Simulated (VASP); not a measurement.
# CuI (P6_3/mmc) in VASP: a series of runs

The runs below take CuI through single point, with PBE, r2SCAN.

Everything below comes from runs of VASP 6.6.1. Logs are shortened: lines on timing, memory, paths and dates and some standing lists are left out, and cuts for length are marked.

**1. The cell of the first run**

Symmetry: P6_3/mmc, No. 194, hexagonal system. The conventional cell has a = 4.445 Å, b = 4.445 Å, c = 7.369 Å, α = 90.00°, β = 90.00°, γ = 120.00°. Cu (site symmetry -6m2) has 3 I at 2.57 Å within 3.4 Å. I (site symmetry -6m2) has 3 Cu at 2.57 Å within 3.4 Å.

**2. Single point, PBE (strain +1.6%)**

Input file INCAR:

```
SYSTEM = CuI
  PREC = Accurate
  ENCUT = 520
  EDIFF = 1E-6
  ISMEAR = -1
  SIGMA = 0.02
  LREAL = .False.
  LASPH = .True.
  NELM = 60
  ALGO = Normal
  ISIF = 2
  LWAVE = .False.
  LCHARG = .False.
  GGA = PE
  NBANDS = 26
```

Input file KPOINTS:

```
regular mesh
0
Gamma
  6 6 4
  0 0 0
```

Input file POSCAR:

```
CuI
1.0
    4.4451082540      0.0000000000      0.0000000000
   -2.2225541270      3.8495766705      0.0000000000
    0.0000000000      0.0000000000      7.3691268456
Cu I
2 2
Direct
    0.3333333333      0.6666666667      0.2500000000
    0.6666666667      0.3333333333      0.7500000000
    0.6666666667      0.3333333333      0.2500000000
    0.3333333333      0.6666666667      0.7500000000
```

Potentials or basis: VASP PAW PBE potentials, release 64 (Cu, I).

Run with:

```sh
cat potpaw_PBE.64/Cu/POTCAR potpaw_PBE.64/I/POTCAR > POTCAR
mpirun -np 1 vasp_std > vasp.out
```

OUTCAR:

```text
SYSTEM = CuI
   PREC = Accurate
   ENCUT = 520
   EDIFF = 1E-6
   ISMEAR = -1
   LREAL = .False.
   LASPH = .True.
   NELM = 60
   ISIF = 2
   GGA = PE

 ion  position               nearest neighbor table
   1  0.333  0.667  0.250-   3 2.57   3 2.57   3 2.57
   2  0.667  0.333  0.750-   4 2.57   4 2.57   4 2.57
   3  0.667  0.333  0.250-   1 2.57   1 2.57   1 2.57
   4  0.333  0.667  0.750-   2 2.57   2 2.57   2 2.57

  LATTYP: Found a hexagonal cell.
 ALAT       =     4.4451082540
 C/A-ratio  =     1.6578059351

  Lattice vectors:

 A1 = (   4.4451082540,   0.0000000000,   0.0000000000)
 A2 = (  -2.2225541270,   3.8495766705,   0.0000000000)
 A3 = (   0.0000000000,   0.0000000000,   7.3691268456)

Analysis of symmetry for initial positions (statically):
=====================================================================
 Subroutine PRICEL returns:
 Original cell was already a primitive cell.

 Routine SETGRP: Setting up the symmetry group for a
 hexagonal supercell.

 Subroutine GETGRP returns: Found 24 space group operations
 (whereof 12 operations were pure point group operations)
 out of a pool of 24 trial point group operations.

The static configuration has the point symmetry D_3d.
 The point group associated with its full space group is D_6h.

Analysis of symmetry for dynamics (positions and initial velocities):
=====================================================================
 Subroutine PRICEL returns:
 Original cell was already a primitive cell.

 Routine SETGRP: Setting up the symmetry group for a
 hexagonal supercell.

 Subroutine GETGRP returns: Found 24 space group operations
 (whereof 12 operations were pure point group operations)
 out of a pool of 24 trial point group operations.

The dynamic configuration has the point symmetry D_3d.
 The point group associated with its full space group is D_6h.

 Subroutine INISYM returns: Found 24 space group operations
 (whereof 12 operations are pure point group operations),
 and found     1 'primitive' translations

----------------------------------------------------------------------------------------

                                     Primitive cell

  volume of cell :     126.0989

  direct lattice vectors                    reciprocal lattice vectors
     4.445108254  0.000000000  0.000000000     0.224966400  0.129884411  0.000000000
    -2.222554127  3.849576670  0.000000000     0.000000000  0.259768823  0.000000000
     0.000000000  0.000000000  7.369126846     0.000000000  0.000000000  0.135701287

[... 83 lines left out ...]
   EDIFF  = 0.1E-05   stopping-criterion for ELM
   LREAL  =      F    real-space projection
   EDIFFG = 0.1E-04   stopping-criterion for IOM
   NSW    =      0    number of steps for IOM
   IBRION =     -1    ionic relax: 0-MD 1-quasi-New 2-CG
   NFREE  =      0    steps in history (QN), initial steepest desc. (CG)
   ISIF   =      2    stress and relaxation
   ISYM   =      2    0-nonsym 1-usesym 2-fastsym
   POTIM  = 0.5000    time-step for ionic-motion
   TEBEG  =    0.0;   TEEND  =   0.0 temperature during run
   PSTRESS=    0.0 pullay stress
   NELECT =      36.0000    total number of electrons
   NUPDOWN=      -1.0000    fix difference up-down
   EMIN   =  10.00;   EMAX   =-10.00  energy-range for DOS
   EFERMI =   0.00;   METHOD = LEGACY
   ISMEAR =    -1;   SIGMA  =   0.02  broadening in eV -4-tet -1-fermi 0-gaus
   EFERMI_NEDOS =   21; number of points for ismear=-14 and -15
   IALGO  =     38    algorithm
   IMIX   =      4    mixing-type and parameters
     AMIX     =   0.40;   BMIX     =  1.00
     AMIX_MAG =   1.60;   BMIX_MAG =  1.00
  volume/ion in A,a.u.               =      31.52       212.74
  Fermi-wavevector in a.u.,A,eV,Ry     =   1.077966  2.037061 15.810126  1.162012
  Thomas-Fermi vector in A             =   2.213892
   LORBIT       =      0    0 simple, 1 ext, 2 COOP (PROOUT), +10 PAW based schemes
   GGA     = PE    functional components
   LHFCALC =     F    Hartree Fock is set to
   AEXX    =    0.0000 exact exchange contribution
   IVDW    =     0    specifies the selected vdW correction
   LEPSILON=     F    determine dielectric tensor
   LRPA    =     F    only Hartree local field effects (RPA)
 non-spin polarized calculation
  energy-cutoff  :      520.00
  volume of cell :      126.10
 maximum number of plane-waves:      3408
 NGX is ok and might be reduce to    36
   NGX = 17   NGY = 17   NGZ = 27

 number of electron      35.9999985 magnetization

 Free energy of the ion-electron system (eV)
  ---------------------------------------------------
  ext. energy  EPLUGINS =         0.00000000
  ---------------------------------------------------
  free energy    TOTEN  =       -10.80901474 eV

  energy without entropy =      -10.80901474  energy(sigma->0) =      -10.80901474

 E-fermi :   3.6497     XC(G=0):  -8.3266

 val. band max:        3.1950324706   @ k =   0.0000   0.0000   0.0000
 cond. band min:       4.2979714580   @ k =   0.0000   0.0000   0.0000
 fundamental gap:      1.1029389875
 Fermi energy:         3.6497477192

 k-point     1 :       0.0000    0.0000    0.0000
  band No.  band energies     occupation
      1     -10.3351      2.00000
      2     -10.0202      2.00000
      3      -0.8960      2.00000
      4      -0.6699      2.00000
      5      -0.6699      2.00000
      6      -0.5433      2.00000
[... 598 lines left out ...]
     25      10.4668      0.00000
     26      10.4668      0.00000

------------------------ aborting loop because EDIFF is reached ----------------------------------------

  FORCE on cell =-STRESS in cart. coord.  units (eV):
  Direction    XX          YY          ZZ          XY          YZ          ZX
  --------------------------------------------------------------------------------------
  -------------------------------------------------------------------------------------
  Total       -0.7883384     -0.7883384      0.2068871      0.0000000     -0.0000000     -0.0000000
  in kB      -10.0164053    -10.0164053      2.6286493      0.0000000     -0.0000000     -0.0000000
  external PRESSURE =      -5.8013871 kB  Pullay stress =       0.0000000 kB

 VOLUME and BASIS-vectors are now :
 -----------------------------------------------------------------------------
  energy-cutoff  :      520.00
  volume of cell :      126.10
      direct lattice vectors                 reciprocal lattice vectors
     4.445108254  0.000000000  0.000000000     0.224966400  0.129884411  0.000000000
    -2.222554127  3.849576670  0.000000000     0.000000000  0.259768823  0.000000000
     0.000000000  0.000000000  7.369126846     0.000000000  0.000000000  0.135701287

 POSITION                                       TOTAL-FORCE (eV/Angst)
 -----------------------------------------------------------------------------------
     -0.00000      2.56638      1.84228        -0.000000      0.000000     -0.000000
      2.22255      1.28319      5.52685         0.000000      0.000000      0.000000
      2.22255      1.28319      1.84228         0.000000     -0.000000     -0.000000
     -0.00000      2.56638      5.52685        -0.000000      0.000000     -0.000000
 -----------------------------------------------------------------------------------
    total drift:                               -0.000000     -0.000000      0.000000

  FREE ENERGIE OF THE ION-ELECTRON SYSTEM (eV)
  ---------------------------------------------------
  free  energy   TOTEN  =       -10.8090147367 eV

  energy  without entropy=      -10.8090147367  energy(sigma->0) =      -10.80901474
```

It took 36 s on 1 thread of Intel Xeon 6975P-C (Granite Rapids), shared host; peak memory 0.27 GiB.

Results:

* Free energy: -10.8090 eV
* Pressure: -0.6 GPa
* Band gap on the k mesh: 1.10 eV, direct

Caveat: the cell differs from its parent crystal (strain +1.6%); spin-orbit coupling is left out, which moves the levels of the heavy elements.

**3. Single point, r2SCAN (strain +1.6%)**

POSCAR is that of step 2.

Input file INCAR.step1:

```
SYSTEM = CuI
PREC     = Accurate       ! precision mode
ENCUT    = 520            ! plane-wave cutoff, eV
ISMEAR   = 0              ! smearing method
SIGMA    = 0.01           ! smearing width, eV
LREAL    = .False.        ! projectors in reciprocal space
LASPH    = .True.         ! aspherical terms in the spheres
NELM     = 80             ! most SCF steps
NBANDS   = 26             ! bands
GGA      = PE             ! functional
ALGO     = Normal         ! electronic algorithm
EDIFF    = 1E-4           ! SCF threshold, eV
LWAVE    = .True.         ! write WAVECAR
LCHARG   = .False.        ! write CHGCAR
```

Input file INCAR.step2:

```
SYSTEM = CuI
PREC     = Accurate       ! precision mode
ENCUT    = 520            ! plane-wave cutoff, eV
EDIFF    = 1E-6           ! SCF threshold, eV
ISMEAR   = 0              ! smearing method
SIGMA    = 0.01           ! smearing width, eV
LREAL    = .False.        ! projectors in reciprocal space
LASPH    = .True.         ! aspherical terms in the spheres
NELM     = 80             ! most SCF steps
ALGO     = Normal         ! electronic algorithm
ISIF     = 2              ! what is computed and relaxed
LWAVE    = .False.        ! write WAVECAR
LCHARG   = .False.        ! write CHGCAR
METAGGA  = R2SCAN         ! meta-GGA
LMIXTAU  = .True.       
NBANDS   = 26             ! bands
ISTART   = 1
```

KPOINTS is that of step 2.

Potentials or basis: VASP PAW PBE potentials, release 64 (Cu, I).

Run with:

```sh
cat potpaw_PBE.64/Cu/POTCAR potpaw_PBE.64/I/POTCAR > POTCAR
cp INCAR.step1 INCAR
mpirun -np 1 vasp_std > vasp.out
cp INCAR.step2 INCAR
mpirun -np 1 vasp_std > vasp.out
```

OUTCAR:

```text
SYSTEM = CuI
   PREC = Accurate
   ENCUT = 520
   EDIFF = 1E-6
   ISMEAR = 0
   LREAL = .False.
   LASPH = .True.
   NELM = 80
   ISIF = 2
   METAGGA = R2SCAN
   ISTART = 1

 ion  position               nearest neighbor table
   1  0.333  0.667  0.250-   3 2.57   3 2.57   3 2.57
   2  0.667  0.333  0.750-   4 2.57   4 2.57   4 2.57
   3  0.667  0.333  0.250-   1 2.57   1 2.57   1 2.57
   4  0.333  0.667  0.750-   2 2.57   2 2.57   2 2.57

  LATTYP: Found a hexagonal cell.
 ALAT       =     4.4451082540
 C/A-ratio  =     1.6578059351

  Lattice vectors:

 A1 = (   4.4451082540,   0.0000000000,   0.0000000000)
 A2 = (  -2.2225541270,   3.8495766705,   0.0000000000)
 A3 = (   0.0000000000,   0.0000000000,   7.3691268456)

Analysis of symmetry for initial positions (statically):
=====================================================================
 Subroutine PRICEL returns:
 Original cell was already a primitive cell.

 Routine SETGRP: Setting up the symmetry group for a
 hexagonal supercell.

 Subroutine GETGRP returns: Found 24 space group operations
 (whereof 12 operations were pure point group operations)
 out of a pool of 24 trial point group operations.

The static configuration has the point symmetry D_3d.
 The point group associated with its full space group is D_6h.

Analysis of symmetry for dynamics (positions and initial velocities):
=====================================================================
 Subroutine PRICEL returns:
 Original cell was already a primitive cell.

 Routine SETGRP: Setting up the symmetry group for a
 hexagonal supercell.

 Subroutine GETGRP returns: Found 24 space group operations
 (whereof 12 operations were pure point group operations)
 out of a pool of 24 trial point group operations.
[... 116 lines left out ...]
   EFERMI =   0.00;   METHOD = LEGACY
   ISMEAR =     0;   SIGMA  =   0.01  broadening in eV -4-tet -1-fermi 0-gaus
   EFERMI_NEDOS =   21; number of points for ismear=-14 and -15
   IALGO  =     38    algorithm
   IMIX   =      4    mixing-type and parameters
     AMIX     =   0.40;   BMIX     =  1.00
     AMIX_MAG =   1.60;   BMIX_MAG =  1.00
  volume/ion in A,a.u.               =      31.52       212.74
  Fermi-wavevector in a.u.,A,eV,Ry     =   1.077966  2.037061 15.810126  1.162012
  Thomas-Fermi vector in A             =   2.213892
   LORBIT       =      0    0 simple, 1 ext, 2 COOP (PROOUT), +10 PAW based schemes
   METAGGA = R2SCAN    functional components
   LHFCALC =     F    Hartree Fock is set to
   AEXX    =    0.0000 exact exchange contribution
   IVDW    =     0    specifies the selected vdW correction
   LEPSILON=     F    determine dielectric tensor
   LRPA    =     F    only Hartree local field effects (RPA)
 non-spin polarized calculation
 Gauss-broadening in eV      SIGMA  =   0.01
  energy-cutoff  :      520.00
  volume of cell :      126.10
 maximum number of plane-waves:      3408
 NGX is ok and might be reduce to    36
   NGX = 17   NGY = 17   NGZ = 27

 number of electron      35.9999985 magnetization

 Free energy of the ion-electron system (eV)
  ---------------------------------------------------
  ext. energy  EPLUGINS =         0.00000000
  ---------------------------------------------------
  free energy    TOTEN  =       -71.20129020 eV

  energy without entropy =      -71.20129020  energy(sigma->0) =      -71.20129020

 E-fermi :   3.1139     XC(G=0):  -8.8069

 val. band max:        3.0416876361   @ k =   0.0000   0.0000   0.0000
 cond. band min:       4.5711082275   @ k =   0.0000   0.0000   0.0000
 fundamental gap:      1.5294205914
 Fermi energy:         3.1138864037

 k-point     1 :       0.0000    0.0000    0.0000
  band No.  band energies     occupation
      1     -11.0106      2.00000
      2     -10.6772      2.00000
      3      -1.2744      2.00000
      4      -1.0189      2.00000
      5      -1.0188      2.00000
      6      -0.8835      2.00000
[... 598 lines left out ...]
     25      10.8405      0.00000
     26      10.8405      0.00000

------------------------ aborting loop because EDIFF is reached ----------------------------------------

  FORCE on cell =-STRESS in cart. coord.  units (eV):
  Direction    XX          YY          ZZ          XY          YZ          ZX
  --------------------------------------------------------------------------------------
  -------------------------------------------------------------------------------------
  Total       -1.7373808     -1.7373808     -0.3701225      0.0000000      0.0000000      0.0000000
  in kB      -22.0746714    -22.0746714     -4.7026720      0.0000000      0.0000000      0.0000000
  external PRESSURE =     -16.2840049 kB  Pullay stress =       0.0000000 kB

 VOLUME and BASIS-vectors are now :
 -----------------------------------------------------------------------------
  energy-cutoff  :      520.00
  volume of cell :      126.10
      direct lattice vectors                 reciprocal lattice vectors
     4.445108254  0.000000000  0.000000000     0.224966400  0.129884411  0.000000000
    -2.222554127  3.849576670  0.000000000     0.000000000  0.259768823  0.000000000
     0.000000000  0.000000000  7.369126846     0.000000000  0.000000000  0.135701287

 POSITION                                       TOTAL-FORCE (eV/Angst)
 -----------------------------------------------------------------------------------
     -0.00000      2.56638      1.84228         0.000000      0.000000      0.000000
      2.22255      1.28319      5.52685        -0.000000     -0.000000      0.000000
      2.22255      1.28319      1.84228        -0.000000      0.000000      0.000000
     -0.00000      2.56638      5.52685         0.000000     -0.000000      0.000000
 -----------------------------------------------------------------------------------
    total drift:                               -0.000000     -0.000000      0.000000

  FREE ENERGIE OF THE ION-ELECTRON SYSTEM (eV)
  ---------------------------------------------------
  free  energy   TOTEN  =       -71.2012901994 eV

  energy  without entropy=      -71.2012901994  energy(sigma->0) =      -71.20129020
```

OSZICAR.step1:

```text
N       E                     dE             d eps       ncg     rms          rms(c)
DAV:   1     0.274242282461E+03    0.27424E+03   -0.14705E+04  1092   0.143E+03
DAV:   2     0.165569056847E+02   -0.25769E+03   -0.24416E+03  1100   0.303E+02
DAV:   3    -0.975032760839E+01   -0.26307E+02   -0.25705E+02  1446   0.119E+02
DAV:   4    -0.111729627206E+02   -0.14226E+01   -0.14181E+01  1436   0.243E+01
DAV:   5    -0.112352775541E+02   -0.62315E-01   -0.62307E-01  1754   0.501E+00    0.656E+00
DAV:   6    -0.110543794454E+02    0.18090E+00   -0.65071E+00  1352   0.521E+01    0.424E+00
DAV:   7    -0.108060632694E+02    0.24832E+00   -0.15168E+00  1258   0.318E+01    0.219E+00
DAV:   8    -0.108173640892E+02   -0.11301E-01   -0.13267E-01  1680   0.453E+00    0.804E-01
DAV:   9    -0.108083915285E+02    0.89726E-02   -0.44608E-02  1538   0.491E+00    0.228E-01
DAV:  10    -0.108089948744E+02   -0.60335E-03   -0.26331E-03  1564   0.458E-01    0.971E-02
DAV:  11    -0.108090102628E+02   -0.15388E-04   -0.11471E-03  1346   0.759E-01    0.535E-02
DAV:  12    -0.108090087393E+02    0.15235E-05   -0.44436E-05   652   0.105E-01
   1 F= -.10809009E+02 E0= -.10809009E+02  d E =-.125949E-24
```

It took 1.8 min on 1 thread of Intel Xeon 6975P-C (Granite Rapids), shared host; peak memory 0.3 GiB.

What came out:

| Property | Result |
| --- | --- |
| Free energy | -71.2013 eV |
| Pressure | -1.6 GPa |
| Band gap on the k mesh | 1.53 eV, direct |

Stress tensor (GPa, compression positive):
```
-2.21  0.00  0.00
 0.00 -2.21  0.00
 0.00  0.00 -0.47
```

Caveat: the cell differs from its parent crystal (strain +1.6%); the PAW data sets were made with another functional, which shifts forces and pressure a little; spin-orbit coupling is left out, which moves the levels of the heavy elements.
